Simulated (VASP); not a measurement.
Input of a VASP 6.6.1 run:

File INCAR:

```
SYSTEM = MoS2
ALGO     = Normal         ! electronic algorithm
DIPOL    = 0.5 0.5 0.507
EDIFF    = 1E-7           ! SCF threshold, eV
ENCUT    = 520            ! plane-wave cutoff, eV
GGA      = PS             ! functional
IDIPOL   = 3            
ISIF     = 2              ! what is computed and relaxed
ISMEAR   = 0              ! smearing method
ISYM     = 0            
LASPH    = .TRUE.         ! aspherical terms in the spheres
LCHARG   = .FALSE.        ! write CHGCAR
LDIPOL   = .TRUE.       
LREAL    = Auto         
LWAVE    = .FALSE.        ! write WAVECAR
NBANDS   = 78             ! bands
NELM     = 60             ! most SCF steps
PREC     = Accurate       ! precision mode
SIGMA    = 0.05           ! smearing width, eV
```

KPOINTS

```
k-points
0
G
  9 4 1
  0 0 0
```

File POSCAR:

```
MoS2
1.0
    3.1431208307      0.0000000000      0.0000000000
   -1.5715604153      6.3484650716      0.0000000000
    0.0000000000      0.0000000000     27.7950204964
Mo S
5 10
Direct
    0.5251384733      0.0502958869      0.2776798727
    0.0552057965      0.1104837262      0.3665663314
    0.5881154954      0.1762075690      0.4622846919
    0.1223404216      0.2446756380      0.5593178739
    0.6578399583      0.3156600783      0.6515617704
    0.6689131646      0.3377957066      0.3234322961
    0.4184840127      0.8371425624      0.3411429121
    0.1987450668      0.3974845052      0.4215274778
    0.9553088405      0.9105672064      0.4389756364
    0.7317729506      0.4635501958      0.5179127211
    0.4897842651      0.9795536927      0.5357940312
    0.2701660553      0.5403131235      0.6137712973
    0.0235906368      0.0471625283      0.6335487053
    0.7662962502      0.5325434652      0.7224009267
    0.6116318119      0.2232305151      0.7355338314
```

Potentials or basis: VASP PAW PBE potentials, release 64 (Mo_sv, S).

Launch:

```console
$ cat potpaw_PBE.64/Mo_sv/POTCAR potpaw_PBE.64/S/POTCAR > POTCAR
$ mpirun -np 1 vasp_std > vasp.out
```

(1) Predict the band gap on the k mesh.

(2) Estimate the largest force.

## Answers

(1) zero (bands 65 and 66 overlap by 0.44 eV).

(2) 0.129 eV/Å.

Caveat: the PAW data sets were made with another functional, which shifts forces and pressure a little.
